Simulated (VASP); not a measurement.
Runs of VASP 6.6.1 on CaO. The structure is that of space group P6_3/mmc (No. 194), or close to it. The cells are those of the table. 

| cell | gap on the mesh (eV) | pressure (GPa) |
| --- | --- | --- |
| a = 4.040, b = 4.040, c = 4.850 Å, angles 90.0, 90.0, 120.0°, 4 atoms | 3.03 | -1.7 |
| a = 4.242, b = 4.242, c = 4.514 Å, angles 90.0, 90.0, 120.0°, 4 atoms | (c) | (a) |
| a = 4.150, b = 4.150, c = 4.597 Å, angles 90.0, 90.0, 120.0°, 4 atoms | 2.76 | 0.0 |
| a = 3.933, b = 3.933, c = 5.117 Å, angles 90.0, 90.0, 120.0°, 4 atoms | 3.15 | -1.1 |
| a = 3.899, b = 3.899, c = 5.072 Å, angles 90.0, 90.0, 120.0°, 4 atoms | 3.26 | 1.2 |
| a = 3.881, b = 3.881, c = 5.256 Å, angles 90.0, 90.0, 120.0°, 4 atoms | 3.15 | 0.1 |
| a = 3.986, b = 3.986, c = 4.982 Å, angles 90.0, 90.0, 120.0°, 4 atoms | 3.11 | -1.7 |
| a = 4.113, b = 4.113, c = 4.557 Å, angles 90.0, 90.0, 120.0°, 4 atoms | (b) | 2.3 |

Alike in all rows: task single point; level PBE; potentials or basis VASP PAW PBE potentials, release 64 (Ca_sv, O); no spin polarisation; k mesh 9 × 9 × 6; cutoff (eV) 520; smearing gaussian 0.05 eV.

Estimate the missing entries.

(a) -0.3; (b) 2.82; (c) 2.52.

Caveats: the stress differs along the axes, from -5 to 10 GPa (at least some runs); the stress differs along the axes, from -4 to 7 GPa (at least some runs); the stress differs along the axes, from -6 to 2 GPa (at least some runs); the stress differs along the axes, from -5 to 4 GPa (at least some runs); the stress differs along the axes, from -7 to 4 GPa (at least some runs); the stress differs along the axes, from -2 to 11 GPa (at least some runs).

A k mesh can miss the band edges.
